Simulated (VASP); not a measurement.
Ge, 2 atoms in the cell. It takes space group Fddd (No. 70, orthorhombic). Conventional cell: a = 5.233 Å, b = 5.658 Å, c = 6.082 Å, α = 90.00°, β = 90.00°, γ = 90.00°. Ge (site symmetry 222) has 4 Ge at 2.45 Å within 3.2 Å.  This cell differs from its parent crystal: strain +0.0750 x Voigt [1, -1, 0, 0, 0, 0].

- Program: VASP 6.6.1
- Task: single point
- Functional: PBEsol
- Potentials or basis: VASP PAW PBE potentials, release 64 (Ge_d)
- Cutoff: 520 eV
- k mesh: 14 × 14 × 14
- Occupations: gaussian, width 0.15 eV
- Spin: no spin polarisation
- Dipole correction: no
- Further INCAR settings: ALGO = Normal; EDIFF = 1e-07; NBANDS = 21

Potentials or basis: VASP PAW PBE potentials, release 64 (Ge_d).

Command:

```console
$ cat potpaw_PBE.64/Ge_d/POTCAR > POTCAR
$ mpirun -np 1 vasp_std > vasp.out
```

Hardware: 1 thread of Intel Xeon 6975P-C, on a shared host.

Question: How long does it take, and how much memory?

Answer: Run time: 6.6 min on 1 thread of Intel Xeon 6975P-C (shared host), peak memory 0.42 GiB. Counts: scf iterations 13, k points 428.
